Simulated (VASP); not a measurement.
A run of VASP 6.6.1 is set up as follows.

Contents of INCAR:

```
PREC = Accurate ; ENCUT = 600
EDIFF = 1E-7 ; ISMEAR = 0
SIGMA = 0.1 ; LREAL = F
LASPH = T ; NELM = 200
ALGO = Normal ; ISIF = 4
LWAVE = F ; LCHARG = F
ISPIN = 2 ; MAGMOM = 0.92 0.92 0 0 0 0
LORBIT = 11 ; LMAXMIX = 4
GGA = PE ; IBRION = 2
NSW = 50 ; EDIFFG = -0.01
GGA_COMPAT = F ; NELMIN = 4
KPAR = 4
```

The input KPOINTS:

```
Automatic mesh
0
Gamma
  8 8 12
```

Contents of POSCAR:

```
VO2
1.0
    4.5372443974      0.0000000000      0.0000000000
    0.0000000000      4.5372443974      0.0000000000
    0.0000000000      0.0000000000      2.8096957076
V O
2 4
Direct
    0.0000000000      0.0000000000      0.0000000000
    0.5000000000      0.5000000000      0.5000000000
    0.2999928517      0.2999928517      0.0000000000
    0.2000071483      0.7999928517      0.5000000000
    0.7000071483      0.7000071483      0.0000000000
    0.7999928517      0.2000071483      0.5000000000
```

Potentials or basis: VASP PAW PBE potentials, release 64 (V_sv, O).

Run with:

```sh
$ cat potpaw_PBE.64/V_sv/POTCAR potpaw_PBE.64/O/POTCAR > POTCAR
$ mpirun -np 4 vasp_std > vasp.out
```

Q: What does it give for the band gap on the k mesh?

A: Zero (filled and empty bands overlap).

Q: What does it give for the site moments?

A: V +1.04; O -0.05 μB.

Q: Predict the net moment.

A: 2.00 μB per cell.

Stress tensor (GPa, compression positive):
```
8.16 0.00 0.00
0.00 8.16 0.00
0.00 0.00 8.05
```

Caveat: semilocal functionals often make such compounds metallic where correlation or magnetic order opens a gap, which also shifts bond lengths. With open d or f shells a metallic result of PBE can be an artefact of self-interaction; +U or a hybrid may open a gap.
